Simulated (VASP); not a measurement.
# BaTiO3 (Pm-3m) in VASP: further runs

BaTiO3 is run at these levels: r2SCAN; tasks: single point.

Program: VASP 6.6.1. These are calculated values, not measurements. Logs are shortened: lines on timing, memory, paths and dates and some standing lists are left out, and cuts for length are marked.

### 1 The cell of the first run

It takes space group Pm-3m (No. 221, cubic). The conventional cell has a = 3.852 Å, b = 3.852 Å, c = 3.852 Å, α = 90.00°, β = 90.00°, γ = 90.00°. Ba (site symmetry m-3m) has 12 O at 2.72 Å and 8 Ti at 3.34 Å within 3.6 Å. Ti (site symmetry m-3m) has 6 O at 1.93 Å within 2.6 Å. Within 2.6 Å of O (site symmetry 4/mmm) lie 2 Ti at 1.93 Å.

### 2 Single point, r2SCAN

POSCAR reads:

```
BaTiO3
1.0
    3.8520447055      0.0000000000      0.0000000000
    0.0000000000      3.8520447055      0.0000000000
    0.0000000000      0.0000000000      3.8520447055
Ba Ti O
1 1 3
Direct
    0.5000000000      0.5000000000      0.5000000000
    0.0000000000      0.0000000000      0.0000000000
    0.5000000000      0.0000000000      0.0000000000
    0.0000000000      0.5000000000      0.0000000000
    0.0000000000      0.0000000000      0.5000000000
```

INCAR.step1 reads:

```
SYSTEM = BaTiO3
PREC = Accurate
ENCUT = 520
ISMEAR = 0
SIGMA = 0.02
LREAL = .False.
LASPH = .True.
NELM = 60
NBANDS = 28
GGA = PE
ALGO = Normal
EDIFF = 1E-4
LWAVE = .True.
LCHARG = .False.
```

INCAR.step2 reads:

```
SYSTEM = BaTiO3
PREC = Accurate
ENCUT = 520
EDIFF = 1E-6
ISMEAR = 0
SIGMA = 0.02
LREAL = .False.
LASPH = .True.
NELM = 60
ALGO = Normal
ISIF = 2
LWAVE = .False.
LCHARG = .False.
METAGGA = R2SCAN
LMIXTAU = .True.
NBANDS = 28
ISTART = 1
```

KPOINTS reads:

```
regular mesh
0
Gamma
  8 8 8
  0 0 0
```

Potentials or basis: VASP PAW PBE potentials, release 64 (Ba_sv, Ti_sv, O).

On the command line:

```console
> cat potpaw_PBE.64/Ba_sv/POTCAR potpaw_PBE.64/Ti_sv/POTCAR potpaw_PBE.64/O/POTCAR > POTCAR
> cp INCAR.step1 INCAR
> mpirun -np 1 vasp_std > vasp.out
> cp INCAR.step2 INCAR
> mpirun -np 1 vasp_std > vasp.out
```

OUTCAR:

```text
SYSTEM = BaTiO3
   PREC = Accurate
   ENCUT = 520
   EDIFF = 1E-6
   ISMEAR = 0
   LREAL = .False.
   LASPH = .True.
   NELM = 60
   ISIF = 2
   METAGGA = R2SCAN
   ISTART = 1

 ion  position               nearest neighbor table
   1  0.500  0.500  0.500-   3 2.72   4 2.72   5 2.72   3 2.72   4 2.72   3 2.72   5 2.72   3 2.72
                             4 2.72   5 2.72   4 2.72   5 2.72   2 3.34   2 3.34   2 3.34   2 3.34
   2  0.000  0.000  0.000-   3 1.93   4 1.93   5 1.93   5 1.93   4 1.93   3 1.93   1 3.34   1 3.34
                             1 3.34   1 3.34   1 3.34   1 3.34   1 3.34   1 3.34
   3  0.500  0.000  0.000-   2 1.93   2 1.93   1 2.72   1 2.72   1 2.72   1 2.72
   4  0.000  0.500  0.000-   2 1.93   2 1.93   1 2.72   1 2.72   1 2.72   1 2.72
   5  0.000  0.000  0.500-   2 1.93   2 1.93   1 2.72   1 2.72   1 2.72   1 2.72

  LATTYP: Found a simple cubic cell.
 ALAT       =     3.8520447055

  Lattice vectors:

 A1 = (   3.8520447055,   0.0000000000,   0.0000000000)
 A2 = (   0.0000000000,   3.8520447055,   0.0000000000)
 A3 = (   0.0000000000,   0.0000000000,   3.8520447055)

Analysis of symmetry for initial positions (statically):
=====================================================================
 Subroutine PRICEL returns:
 Original cell was already a primitive cell.

 Routine SETGRP: Setting up the symmetry group for a
 simple cubic supercell.

 Subroutine GETGRP returns: Found 48 space group operations
 (whereof 48 operations were pure point group operations)
 out of a pool of 48 trial point group operations.

The static configuration has the point symmetry O_h .

Analysis of symmetry for dynamics (positions and initial velocities):
=====================================================================
 Subroutine PRICEL returns:
 Original cell was already a primitive cell.

 Routine SETGRP: Setting up the symmetry group for a
 simple cubic supercell.

 Subroutine GETGRP returns: Found 48 space group operations
 (whereof 48 operations were pure point group operations)
 out of a pool of 48 trial point group operations.

The dynamic configuration has the point symmetry O_h .

 Subroutine INISYM returns: Found 48 space group operations
 (whereof 48 operations are pure point group operations),
 and found     1 'primitive' translations

----------------------------------------------------------------------------------------

                                     Primitive cell

  volume of cell :      57.1576

  direct lattice vectors                    reciprocal lattice vectors
     3.852044705  0.000000000  0.000000000     0.259602387  0.000000000  0.000000000
     0.000000000  3.852044705  0.000000000     0.000000000  0.259602387  0.000000000
     0.000000000  0.000000000  3.852044705     0.000000000  0.000000000  0.259602387

  length of vectors
     3.852044705  3.852044705  3.852044705     0.259602387  0.259602387  0.259602387

  position of ions in fractional coordinates (direct lattice)
     0.500000000  0.500000000  0.500000000
     0.000000000  0.000000000  0.000000000
     0.500000000  0.000000000  0.000000000
     0.000000000  0.500000000  0.000000000
     0.000000000  0.000000000  0.500000000

  ion indices of the primitive-cell ions
   primitive index   ion index
                 1           1
                 2           2
                 3           3
                 4           4
                 5           5

----------------------------------------------------------------------------------------

 KPOINTS: regular mesh

Automatic generation of k-mesh.
 Grid dimensions read from file:
 generate k-points for:    8    8    8

 Generating k-lattice:

  Cartesian coordinates                     Fractional coordinates (reciprocal lattice)
     0.032450298  0.000000000  0.000000000     0.125000000  0.000000000  0.000000000
     0.000000000  0.032450298  0.000000000     0.000000000  0.125000000  0.000000000
     0.000000000  0.000000000  0.032450298     0.000000000  0.000000000  0.125000000

  Length of vectors
     0.032450298  0.032450298  0.032450298

  Shift w.r.t. Gamma in fractional coordinates (k-lattice)
     0.000000000  0.000000000  0.000000000

 Subroutine IBZKPT returns following result:
 ===========================================

 Found     35 irreducible k-points:

 Following reciprocal coordinates:
            Coordinates               Weight
  0.000000  0.000000  0.000000      1.000000
  0.125000  0.000000  0.000000      6.000000
  0.250000  0.000000  0.000000      6.000000
  0.375000  0.000000  0.000000      6.000000
  0.500000  0.000000  0.000000      3.000000
  0.125000  0.125000  0.000000     12.000000
[... 16 lines left out ...]
  0.375000  0.375000  0.125000     24.000000
  0.500000  0.375000  0.125000     24.000000
 [... further k-points ...]
   k-points           NKPTS =     35   k-points in BZ     NKDIM =     35   number of bands    NBANDS=     28
   number of dos      NEDOS =    301   number of ions     NIONS =      5
   total plane-waves  NPLWV =  27000
   dimension x,y,z NGX =    30 NGY =   30 NGZ =   30
   dimension x,y,z NGXF=    60 NGYF=   60 NGZF=   60
   ions per type =               1   1   3
   NGX,Y,Z   is equivalent  to a cutoff of  12.95, 12.95, 12.95 a.u.
   NGXF,Y,Z  is equivalent  to a cutoff of  25.89, 25.89, 25.89 a.u.
 SYSTEM =  BaTiO3
   PREC   = accura    normal or accurate (medium, high low for compatibility)
   ISTART =      1    job   : 0-new  1-cont  2-samecut
   ICHARG =      0    charge: 1-file 2-atom 10-const
   ISPIN  =      1    spin polarized calculation?
   LNONCOLLINEAR =      F non collinear calculations
   LSORBIT =      F    spin-orbit coupling
   LASPH  =      T    aspherical Exc in radial PAW
   ENCUT  =  520.0 eV  38.22 Ry    6.18 a.u.   7.16  7.16  7.16*2*pi/ulx,y,z
   NELM   =     60;   NELMIN=  2; NELMDL=  0     # of ELM steps
   EDIFF  = 0.1E-05   stopping-criterion for ELM
   LREAL  =      F    real-space projection
   EDIFFG = 0.1E-04   stopping-criterion for IOM
   NSW    =      0    number of steps for IOM
   IBRION =     -1    ionic relax: 0-MD 1-quasi-New 2-CG
   NFREE  =      0    steps in history (QN), initial steepest desc. (CG)
   ISIF   =      2    stress and relaxation
   ISYM   =      2    0-nonsym 1-usesym 2-fastsym
   POTIM  = 0.5000    time-step for ionic-motion
   TEBEG  =    0.0;   TEEND  =   0.0 temperature during run
   PSTRESS=    0.0 pullay stress
   NELECT =      40.0000    total number of electrons
   NUPDOWN=      -1.0000    fix difference up-down
   EMIN   =  10.00;   EMAX   =-10.00  energy-range for DOS
   EFERMI =   0.00;   METHOD = LEGACY
   ISMEAR =     0;   SIGMA  =   0.02  broadening in eV -4-tet -1-fermi 0-gaus
   EFERMI_NEDOS =   21; number of points for ismear=-14 and -15
   IALGO  =     38    algorithm
   IMIX   =      4    mixing-type and parameters
     AMIX     =   0.40;   BMIX     =  1.00
     AMIX_MAG =   1.60;   BMIX_MAG =  1.00
  volume/ion in A,a.u.               =      11.43        77.14
  Fermi-wavevector in a.u.,A,eV,Ry     =   1.453461  2.746644 28.742989  2.112550
  Thomas-Fermi vector in A             =   2.570725
   LORBIT       =      0    0 simple, 1 ext, 2 COOP (PROOUT), +10 PAW based schemes
   METAGGA = R2SCAN    functional components
   LHFCALC =     F    Hartree Fock is set to
   AEXX    =    0.0000 exact exchange contribution
   IVDW    =     0    specifies the selected vdW correction
   LEPSILON=     F    determine dielectric tensor
   LRPA    =     F    only Hartree local field effects (RPA)
 non-spin polarized calculation
 Gauss-broadening in eV      SIGMA  =   0.02
  energy-cutoff  :      520.00
  volume of cell :       57.16
 maximum number of plane-waves:      1568
 NGX is ok and might be reduce to    30
   NGX = 15   NGY = 15   NGZ = 15

 number of electron      40.0000029 magnetization

 Free energy of the ion-electron system (eV)
  ---------------------------------------------------
  ext. energy  EPLUGINS =         0.00000000
  ---------------------------------------------------
  free energy    TOTEN  =       -73.65737823 eV

  energy without entropy =      -73.65737823  energy(sigma->0) =      -73.65737823

 E-fermi :   4.7138     XC(G=0): -12.5866

 val. band max:        4.4666372159   @ k =   0.5000   0.5000   0.5000
 cond. band min:       6.8642299449   @ k =   0.0000   0.0000   0.0000
 fundamental gap:      2.3975927289
 Fermi energy:         4.7137869640

 k-point     1 :       0.0000    0.0000    0.0000
  band No.  band energies     occupation
      1     -53.8584      2.00000
      2     -29.0981      2.00000
      3     -29.0981      2.00000
      4     -29.0981      2.00000
      5     -20.8018      2.00000
      6     -13.6055      2.00000
[... 20 lines left out ...]
     27      10.2413      0.00000
     28      14.2303      0.00000

 k-point     2 :       0.1250    0.0000    0.0000
  band No.  band energies     occupation
      1     -53.8581      2.00000
      2     -29.1135      2.00000
      3     -29.0975      2.00000
      4     -29.0975      2.00000
      5     -20.7676      2.00000
      6     -13.6434      2.00000
[... 20 lines left out ...]
     27      10.6140      0.00000
     28      14.6288      0.00000

 k-point     3 :       0.2500    0.0000    0.0000
  band No.  band energies     occupation
      1     -53.8573      2.00000
      2     -29.1505      2.00000
      3     -29.0961      2.00000
      4     -29.0961      2.00000
      5     -20.6829      2.00000
      6     -13.8187      2.00000
[... 20 lines left out ...]
     27      11.5904      0.00000
     28      14.0953      0.00000

 k-point     4 :       0.3750    0.0000    0.0000
  band No.  band energies     occupation
      1     -53.8565      2.00000
      2     -29.1870      2.00000
      3     -29.0948      2.00000
      4     -29.0948      2.00000
      5     -20.5946      2.00000
      6     -14.0330      2.00000
[... 578 lines left out ...]
     27      14.2202      0.00000
     28      14.4995      0.00000

 k-point    23 :       0.3750    0.3750    0.1250
  band No.  band energies     occupation
      1     -53.8544      2.00000
      2     -29.1809      2.00000
      3     -29.1800      2.00000
      4     -29.1064      2.00000
      5     -20.4476      2.00000
      6     -13.4946      2.00000
[... 20 lines left out ...]
     27      14.1898      0.00000
     28      14.8269      0.00000

 k-point    24 :       0.5000    0.3750    0.1250
  band No.  band energies     occupation
      1     -53.8541      2.00000
      2     -29.1950      2.00000
      3     -29.1795      2.00000
      4     -29.1059      2.00000
      5     -20.4253      2.00000
      6     -13.4447      2.00000
[... 20 lines left out ...]
     27      13.9478      0.00000
     28      15.0200      0.00000

 [... further k-points ...]

------------------------ aborting loop because EDIFF is reached ----------------------------------------

  FORCE on cell =-STRESS in cart. coord.  units (eV):
  Direction    XX          YY          ZZ          XY          YZ          ZX
  --------------------------------------------------------------------------------------
  -------------------------------------------------------------------------------------
  Total        9.9877244      9.9877244      9.9877244      0.0000000     -0.0000000     -0.0000000
  in kB      279.9646347    279.9646347    279.9646347      0.0000000     -0.0000000     -0.0000000
  external PRESSURE =     279.9646347 kB  Pullay stress =       0.0000000 kB

 VOLUME and BASIS-vectors are now :
 -----------------------------------------------------------------------------
  energy-cutoff  :      520.00
  volume of cell :       57.16
      direct lattice vectors                 reciprocal lattice vectors
     3.852044705  0.000000000  0.000000000     0.259602387  0.000000000  0.000000000
     0.000000000  3.852044705  0.000000000     0.000000000  0.259602387  0.000000000
     0.000000000  0.000000000  3.852044705     0.000000000  0.000000000  0.259602387

 POSITION                                       TOTAL-FORCE (eV/Angst)
 -----------------------------------------------------------------------------------
      1.92602      1.92602      1.92602         0.000000      0.000000      0.000000
      0.00000      0.00000      0.00000         0.000000      0.000000      0.000000
      1.92602      0.00000      0.00000         0.000000      0.000000      0.000000
      0.00000      1.92602      0.00000         0.000000      0.000000      0.000000
      0.00000      0.00000      1.92602         0.000000      0.000000      0.000000
 -----------------------------------------------------------------------------------
    total drift:                                0.000000     -0.000000      0.000000

  FREE ENERGIE OF THE ION-ELECTRON SYSTEM (eV)
  ---------------------------------------------------
  free  energy   TOTEN  =       -73.6573782283 eV

  energy  without entropy=      -73.6573782283  energy(sigma->0) =      -73.65737823
```

Run time: 94 s. Hardware: 1 thread of Intel Xeon 6975P-C (Granite Rapids), shared host; peak memory 0.21 GiB.

Results:

```
Free energy            : -73.6574 eV
Pressure               : 28.0 GPa
Band gap on the k mesh : 2.40 eV (least direct gap 2.42 eV)
```

Caveat: the cell stands under pressure; the PAW data sets were made with another functional, which shifts forces and pressure a little; spin-orbit coupling is left out, which moves the levels of the heavy elements.

### 3 Single point, r2SCAN

This run uses another cell than the first one, of 12.02 Å³/atom.

Edit POSCAR of step 2 so:

```diff
@@ -2,5 +2,5 @@
 1.0
-    3.8520447055      0.0000000000      0.0000000000
-    0.0000000000      3.8520447055      0.0000000000
-    0.0000000000      0.0000000000      3.8520447055
+    3.9175082749      0.0000000000      0.0000000000
+    0.0000000000      3.9175082749      0.0000000000
+    0.0000000000      0.0000000000      3.9175082749
 Ba Ti O
```

INCAR.step1 reads:

```
ALGO = Normal ; EDIFF = 1E-4
ENCUT = 520 ; GGA = PE
ISMEAR = 0 ; LASPH = True
LCHARG = False ; LREAL = False
LWAVE = True ; NBANDS = 28
NELM = 100 ; PREC = Accurate
SIGMA = 0.02
```

INCAR.step2 reads:

```
ALGO = Normal ; EDIFF = 1E-7
ENCUT = 520 ; ISIF = 2
ISMEAR = 0 ; ISTART = 1
LASPH = True ; LCHARG = True
LELF = True ; LMIXTAU = True
LREAL = False ; LVHAR = True
LWAVE = False ; METAGGA = R2SCAN
NBANDS = 28 ; NELM = 100
PREC = Accurate ; SIGMA = 0.02
```

KPOINTS reads:

```
k-points
0
Gamma
  8 8 8
```

Potentials or basis: VASP PAW PBE potentials, release 64 (Ba_sv, Ti_sv, O).

On the command line:

```console
> cat potpaw_PBE.64/Ba_sv/POTCAR potpaw_PBE.64/Ti_sv/POTCAR potpaw_PBE.64/O/POTCAR > POTCAR
> cp INCAR.step1 INCAR
> mpirun -np 1 vasp_std > vasp.out
> cp INCAR.step2 INCAR
> mpirun -np 1 vasp_std > vasp.out
```

Wall time 1.9 min (1 thread of Intel Xeon 6975P-C (Granite Rapids), shared host); peak memory 0.21 GiB.

Results (log left out):

| Property | Result |
| --- | --- |
| Free energy | -74.0488 eV |
| Pressure | 14.4 GPa |
| Band gap on the k mesh | 2.28 eV (least direct gap 2.37 eV) |

Levels at points of the mesh, in eV from the valence-band top:
```tsv
k point	band 16	band 17	band 18	band 19	band 20	band 21	band 22	band 23	band 24	band 25
(0.00, 0.00, 0.00)	-1.23	-1.23	-0.09	-0.09	-0.09	2.28	2.28	2.28	4.64	4.64
(0.50, 0.00, 0.00)	-2.02	-1.90	-1.90	-0.74	-0.74	2.47	4.21	4.21	4.66	6.98
(0.50, 0.50, 0.00)	-2.92	-1.75	-0.84	-0.84	-0.10	4.22	4.22	4.69	5.67	8.86
(0.50, 0.50, 0.50)	-2.38	-2.38	0.00	0.00	0.00	4.99	4.99	4.99	7.73	7.73
```

Caveat: the cell stands under pressure; the PAW data sets were made with another functional, which shifts forces and pressure a little; spin-orbit coupling is left out, which moves the levels of the heavy elements. A k mesh can miss the band edges.
